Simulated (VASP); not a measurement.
# AlCo (Fm-3m) in VASP: further runs

The runs below take AlCo through single point, with PBE.

Program: VASP 6.6.1. These are calculated values, not measurements. Logs are shortened: lines on timing, memory, paths and dates and some standing lists are left out, and cuts for length are marked.

### 1 The cell of the first run

It takes space group Fm-3m (No. 225, cubic). Conventional cell: a = 4.489 Å, b = 4.489 Å, c = 4.489 Å, α = 90.00°, β = 90.00°, γ = 90.00°. Within 3.0 Å of Al (site symmetry m-3m) lie 6 Co at 2.24 Å. Within 3.0 Å of Co (site symmetry m-3m) lie 6 Al at 2.24 Å.

### 2 Single point, PBE, collinear spin, ferromagnetic start

File INCAR:

```
SYSTEM = AlCo
ALGO = Fast
EDIFF = 1E-6
ENCUT = 520
GGA = PE
ISIF = 2
ISMEAR = 0
ISPIN = 2
LASPH = .TRUE.
LCHARG = .FALSE.
LMAXMIX = 4
LORBIT = 11
LREAL = .FALSE.
LWAVE = .FALSE.
MAGMOM = 0 3
NBANDS = 17
NELM = 150
PREC = Accurate
SIGMA = 0.1
```

File KPOINTS:

```
k-points
0
G
  8 8 8
  0 0 0
```

File POSCAR:

```
AlCo
1.0
    0.0000000000      2.2442726703      2.2442726703
    2.2442726703      0.0000000000      2.2442726703
    2.2442726703      2.2442726703      0.0000000000
Al Co
1 1
Direct
    0.0000000000      0.0000000000      0.0000000000
    0.5000000000      0.5000000000      0.5000000000
```

Potentials or basis: VASP PAW PBE potentials, release 64 (Al, Co).

The run is started by

```
$ cat potpaw_PBE.64/Al/POTCAR potpaw_PBE.64/Co/POTCAR > POTCAR
$ mpirun -np 1 vasp_std > vasp.out
```

OUTCAR:

```text
SYSTEM = AlCo
   EDIFF = 1E-6
   ENCUT = 520
   GGA = PE
   ISIF = 2
   ISMEAR = 0
   ISPIN = 2
   LASPH = .TRUE.
   LORBIT = 11
   LREAL = .FALSE.
   NELM = 150
   PREC = Accurate

 ion  position               nearest neighbor table
   1  0.000  0.000  0.000-   2 2.24   2 2.24   2 2.24   2 2.24   2 2.24   2 2.24
   2  0.500  0.500  0.500-   1 2.24   1 2.24   1 2.24   1 2.24   1 2.24   1 2.24

  LATTYP: Found a face centered cubic cell.
 ALAT       =     4.4885453406

  Lattice vectors:

 A1 = (   0.0000000000,   2.2442726703,   2.2442726703)
 A2 = (   2.2442726703,   0.0000000000,   2.2442726703)
 A3 = (   2.2442726703,   2.2442726703,   0.0000000000)

Analysis of symmetry for initial positions (statically):
=====================================================================
 Subroutine PRICEL returns:
 Original cell was already a primitive cell.

 Routine SETGRP: Setting up the symmetry group for a
 face centered cubic supercell.

 Subroutine GETGRP returns: Found 48 space group operations
 (whereof 48 operations were pure point group operations)
 out of a pool of 48 trial point group operations.

The static configuration has the point symmetry O_h .

Analysis of symmetry for dynamics (positions and initial velocities):
=====================================================================
 Subroutine PRICEL returns:
 Original cell was already a primitive cell.

 Routine SETGRP: Setting up the symmetry group for a
 face centered cubic supercell.

 Subroutine GETGRP returns: Found 48 space group operations
 (whereof 48 operations were pure point group operations)
 out of a pool of 48 trial point group operations.

The dynamic configuration has the point symmetry O_h .

Analysis of structural, dynamic, and magnetic symmetry:
=====================================================================
 Subroutine PRICEL returns:
 Original cell was already a primitive cell.

 Routine SETGRP: Setting up the symmetry group for a
 face centered cubic supercell.

 Subroutine GETGRP returns: Found 48 space group operations
 (whereof 48 operations were pure point group operations)
 out of a pool of 48 trial point group operations.

The overall configuration has the point symmetry O_h .

 Subroutine INISYM returns: Found 48 space group operations
 (whereof 48 operations are pure point group operations),
 and found     1 'primitive' translations

----------------------------------------------------------------------------------------

                                     Primitive cell

  volume of cell :      22.6077

  direct lattice vectors                    reciprocal lattice vectors
     0.000000000  2.244272670  2.244272670    -0.222789328  0.222789328  0.222789328
     2.244272670  0.000000000  2.244272670     0.222789328 -0.222789328  0.222789328
     2.244272670  2.244272670  0.000000000     0.222789328  0.222789328 -0.222789328

  length of vectors
     3.173880848  3.173880848  3.173880848     0.385882435  0.385882435  0.385882435

  position of ions in fractional coordinates (direct lattice)
     0.000000000  0.000000000  0.000000000
     0.500000000  0.500000000  0.500000000

  ion indices of the primitive-cell ions
   primitive index   ion index
                 1           1
                 2           2

----------------------------------------------------------------------------------------

 KPOINTS: k-points

Automatic generation of k-mesh.
 Grid dimensions read from file:
 generate k-points for:    8    8    8

 Generating k-lattice:

  Cartesian coordinates                     Fractional coordinates (reciprocal lattice)
    -0.027848666  0.027848666  0.027848666     0.125000000  0.000000000  0.000000000
     0.027848666 -0.027848666  0.027848666     0.000000000  0.125000000  0.000000000
     0.027848666  0.027848666 -0.027848666     0.000000000  0.000000000  0.125000000

  Length of vectors
     0.048235304  0.048235304  0.048235304

  Shift w.r.t. Gamma in fractional coordinates (k-lattice)
     0.000000000  0.000000000  0.000000000

 Subroutine IBZKPT returns following result:
 ===========================================

 Found     29 irreducible k-points:

 Following reciprocal coordinates:
            Coordinates               Weight
  0.000000  0.000000  0.000000      1.000000
  0.125000  0.000000  0.000000      8.000000
  0.250000  0.000000  0.000000      8.000000
  0.375000  0.000000  0.000000      8.000000
  0.500000  0.000000  0.000000      4.000000
  0.125000  0.125000  0.000000      6.000000
[... 16 lines left out ...]
  0.500000  0.250000  0.125000     48.000000
 -0.375000  0.250000  0.125000     24.000000
 [... further k-points ...]
   k-points           NKPTS =     29   k-points in BZ     NKDIM =     29   number of bands    NBANDS=     17
   number of dos      NEDOS =    301   number of ions     NIONS =      2
   total plane-waves  NPLWV =  13824
   dimension x,y,z NGX =    24 NGY =   24 NGZ =   24
   dimension x,y,z NGXF=    48 NGYF=   48 NGZF=   48
   ions per type =               1   1
   NGX,Y,Z   is equivalent  to a cutoff of  12.57, 12.57, 12.57 a.u.
   NGXF,Y,Z  is equivalent  to a cutoff of  25.14, 25.14, 25.14 a.u.
 SYSTEM =  AlCo
   PREC   = accura    normal or accurate (medium, high low for compatibility)
   ISTART =      0    job   : 0-new  1-cont  2-samecut
   ICHARG =      2    charge: 1-file 2-atom 10-const
   ISPIN  =      2    spin polarized calculation?
   LNONCOLLINEAR =      F non collinear calculations
   LSORBIT =      F    spin-orbit coupling
   LASPH  =      T    aspherical Exc in radial PAW
   ENCUT  =  520.0 eV  38.22 Ry    6.18 a.u.   5.90  5.90  5.90*2*pi/ulx,y,z
   NELM   =    150;   NELMIN=  2; NELMDL= -5     # of ELM steps
   EDIFF  = 0.1E-05   stopping-criterion for ELM
   LREAL  =      F    real-space projection
   EDIFFG = 0.1E-04   stopping-criterion for IOM
   NSW    =      0    number of steps for IOM
   IBRION =     -1    ionic relax: 0-MD 1-quasi-New 2-CG
   NFREE  =      0    steps in history (QN), initial steepest desc. (CG)
   ISIF   =      2    stress and relaxation
   ISYM   =      2    0-nonsym 1-usesym 2-fastsym
   POTIM  = 0.5000    time-step for ionic-motion
   TEBEG  =    0.0;   TEEND  =   0.0 temperature during run
   PSTRESS=    0.0 pullay stress
   NELECT =      12.0000    total number of electrons
   NUPDOWN=      -1.0000    fix difference up-down
   EMIN   =  10.00;   EMAX   =-10.00  energy-range for DOS
   EFERMI =   0.00;   METHOD = LEGACY
   ISMEAR =     0;   SIGMA  =   0.10  broadening in eV -4-tet -1-fermi 0-gaus
   EFERMI_NEDOS =   21; number of points for ismear=-14 and -15
   IALGO  =     68    algorithm
   IMIX   =      4    mixing-type and parameters
     AMIX     =   0.40;   BMIX     =  1.00
     AMIX_MAG =   1.60;   BMIX_MAG =  1.00
  volume/ion in A,a.u.               =      11.30        76.28
  Fermi-wavevector in a.u.,A,eV,Ry     =   1.325510  2.504850 23.905115  1.756976
  Thomas-Fermi vector in A             =   2.454965
   LORBIT       =     11    0 simple, 1 ext, 2 COOP (PROOUT), +10 PAW based schemes
   GGA     = PE    functional components
   LHFCALC =     F    Hartree Fock is set to
   AEXX    =    0.0000 exact exchange contribution
   IVDW    =     0    specifies the selected vdW correction
   LEPSILON=     F    determine dielectric tensor
   LRPA    =     F    only Hartree local field effects (RPA)
 spin polarized calculation
 RMM-DIIS sequential band-by-band and
 Gauss-broadening in eV      SIGMA  =   0.10
  energy-cutoff  :      520.00
  volume of cell :       22.61
 maximum number of plane-waves:       620
   NGX = 11   NGY = 11   NGZ = 11

 number of electron      12.0000006 magnetization       0.0020702

 number of electron      12.0000006 magnetization      -0.0000648

 Free energy of the ion-electron system (eV)
  ---------------------------------------------------
  ext. energy  EPLUGINS =         0.00000000
  ---------------------------------------------------
  free energy    TOTEN  =        -9.88562686 eV

  energy without entropy =       -9.88109037  energy(sigma->0) =       -9.88335861

 E-fermi :  10.9090     XC(G=0): -12.2925

 val. band max:       10.7948817183   @ k =  -0.3750   0.3750   0.1250
 cond. band min:      10.9442736063   @ k =  -0.3750   0.2500   0.1250
 fundamental gap:      0.1493918879
 Fermi energy:        10.9089660869

 spin component 1

 k-point     1 :       0.0000    0.0000    0.0000
  band No.  band energies     occupation
      1      -0.2272      1.00000
      2       8.8773      1.00000
      3       8.8773      1.00000
      4       8.8773      1.00000
      5       9.1299      1.00000
      6       9.1299      1.00000
[... 9 lines left out ...]
     16      29.4059      0.00000
     17      29.4059      0.00000
[... 441 lines left out ...]
 k-point    24 :      -0.3750    0.2500    0.1250
  band No.  band energies     occupation
      1       5.5208      1.00000
      2       5.5645      1.00000
      3       7.8753      1.00000
      4       8.6581      1.00000
      5      10.0895      1.00000
      6      10.4899      1.00000
[... 9 lines left out ...]
     16      35.0390      0.00000
     17      36.6774      0.00000

 [... further k-points ...]

 spin component 2

 k-point     1 :       0.0000    0.0000    0.0000
  band No.  band energies     occupation
      1      -0.2273      1.00000
      2       8.8774      1.00000
      3       8.8774      1.00000
      4       8.8774      1.00000
      5       9.1299      1.00000
      6       9.1299      1.00000
[... 9 lines left out ...]
     16      29.4059      0.00000
     17      29.4059      0.00000
[... 441 lines left out ...]
 k-point    24 :      -0.3750    0.2500    0.1250
  band No.  band energies     occupation
      1       5.5207      1.00000
      2       5.5644      1.00000
      3       7.8753      1.00000
      4       8.6581      1.00000
      5      10.0896      1.00000
      6      10.4900      1.00000
[... 9 lines left out ...]
     16      35.0389      0.00000
     17      36.6774      0.00000

 [... further k-points ...]

------------------------ aborting loop because EDIFF is reached ----------------------------------------

  FORCE on cell =-STRESS in cart. coord.  units (eV):
  Direction    XX          YY          ZZ          XY          YZ          ZX
  --------------------------------------------------------------------------------------
  -------------------------------------------------------------------------------------
  Total        4.9364961      4.9364961      4.9364961      0.0000000      0.0000000     -0.0000000
  in kB      349.8424628    349.8424628    349.8424628      0.0000000      0.0000000     -0.0000000
  external PRESSURE =     349.8424628 kB  Pullay stress =       0.0000000 kB

 VOLUME and BASIS-vectors are now :
 -----------------------------------------------------------------------------
  energy-cutoff  :      520.00
  volume of cell :       22.61
      direct lattice vectors                 reciprocal lattice vectors
     0.000000000  2.244272670  2.244272670    -0.222789328  0.222789328  0.222789328
     2.244272670  0.000000000  2.244272670     0.222789328 -0.222789328  0.222789328
     2.244272670  2.244272670  0.000000000     0.222789328  0.222789328 -0.222789328

 POSITION                                       TOTAL-FORCE (eV/Angst)
 -----------------------------------------------------------------------------------
      0.00000      0.00000      0.00000        -0.000000      0.000000      0.000000
      2.24427      2.24427      2.24427         0.000000     -0.000000     -0.000000
 -----------------------------------------------------------------------------------
    total drift:                               -0.000000     -0.000000      0.000000

  FREE ENERGIE OF THE ION-ELECTRON SYSTEM (eV)
  ---------------------------------------------------
  free  energy   TOTEN  =        -9.8856268602 eV

  energy  without entropy=       -9.8810903672  energy(sigma->0) =       -9.88335861

 total charge

# of ion       s       p       d       tot
------------------------------------------
    1        0.483   0.462   0.000   0.945
    2        0.454   0.460   7.797   8.712
--------------------------------------------------
tot          0.937   0.923   7.797   9.657

 magnetization (x)

# of ion       s       p       d       tot
------------------------------------------
    1       -0.000  -0.000   0.000  -0.000
    2        0.000  -0.000   0.000   0.000
--------------------------------------------------
tot          0.000  -0.000   0.000   0.000
```

Run time: 35 s. Hardware: 1 thread of AMD EPYC 7R13, shared host; peak memory 0.13 GiB.

What came out:

- Free energy: -9.8856 eV
- Pressure: 35.0 GPa
- Band gap on the k mesh: zero (filled and empty bands overlap)
- Net moment: 0.00 μB per cell
- Valence electrons inside the program's atomic spheres: Al 0.94; Co 8.71

Levels at points of the mesh, in eV from the Fermi level:
Spin up:
```
           k point  band 2  band 3  band 4  band 5  band 6  band 7  band 8  band 9  band 10  band 11
(0.00, 0.00, 0.00)   -2.03   -2.03   -2.03   -1.78   -1.78    8.67    8.67    8.67    12.13    12.24
(0.50, 0.00, 0.00)   -5.77   -2.53   -2.53   -0.79   -0.79    0.23    7.81    7.81     9.94    10.34
(0.50, 0.50, 0.00)   -4.12   -3.44   -1.25   -0.54   -0.54    0.89    2.32    2.32     7.86     8.56
```
Spin down:
| k point | band 4 | band 5 | band 6 | band 7 | band 8 | band 9 |
| --- | --- | --- | --- | --- | --- | --- |
| (0.00, 0.00, 0.00) | -2.03 | -1.78 | -1.78 | 8.67 | 8.67 | 8.67 |
| (0.50, 0.00, 0.00) | -2.53 | -0.79 | -0.79 | 0.23 | 7.81 | 7.81 |
| (0.50, 0.50, 0.00) | -1.25 | -0.54 | -0.54 | 0.89 | 2.32 | 2.32 |

Caveat: the cell stands under pressure.

### 3 Single point, PBE

This run uses another cell than the first one, of 13.72 Å³/atom.

File INCAR:

```
  PREC = Accurate
  ENCUT = 520
  EDIFF = 1E-6
  ISMEAR = 0
  SIGMA = 0.1
  LREAL = False
  LASPH = True
  NELM = 80
  ALGO = Normal
  ISIF = 2
  LWAVE = False
  LCHARG = True
  GGA = PE
  LELF = True
  LVHAR = True
  NBANDS = 13
```

File KPOINTS:

```
Automatic mesh
0
Gamma
  20 20 20
```

File POSCAR:

```
AlCo
1.0
    0.0000000000      2.3940203037      2.3940203037
    2.3940203037      0.0000000000      2.3940203037
    2.3940203037      2.3940203037      0.0000000000
Al Co
1 1
Direct
    0.0000000000      0.0000000000      0.0000000000
    0.5000000000      0.5000000000      0.5000000000
```

Potentials or basis: VASP PAW PBE potentials, release 64 (Al, Co).

The run is started by

```
$ cat potpaw_PBE.64/Al/POTCAR potpaw_PBE.64/Co/POTCAR > POTCAR
$ mpirun -np 1 vasp_std > vasp.out
```

Run time: 2.7 min. Hardware: 1 thread of AMD EPYC 7R13, shared host; peak memory 0.2 GiB.

Results (log left out):

```yaml
Free_energy: -10.3355 eV
Pressure: -0.1 GPa
Band_gap_on_the_k_mesh: zero (bands 6 and 7 overlap by 0.20 eV)
```

Levels at points of the mesh, in eV from the Fermi level:
| k point | band 3 | band 4 | band 5 | band 6 | band 7 | band 8 | band 9 | band 10 |
| --- | --- | --- | --- | --- | --- | --- | --- | --- |
| (0.00, 0.00, 0.00) | -1.41 | -1.41 | -1.26 | -1.26 | 7.28 | 7.28 | 7.28 | 11.18 |
| (0.50, 0.00, 0.00) | -1.91 | -1.91 | -0.53 | -0.53 | 0.17 | 7.22 | 7.22 | 8.72 |
| (0.50, 0.50, 0.00) | -2.43 | -0.88 | -0.34 | -0.34 | 0.68 | 2.07 | 2.07 | 6.64 |

Caveat: the run has no spin polarisation, though such a crystal can be magnetic. Spin polarisation is off, so any magnetic state and its effect on volume and gap are missing.

(Part 1 of 2 ends here.)
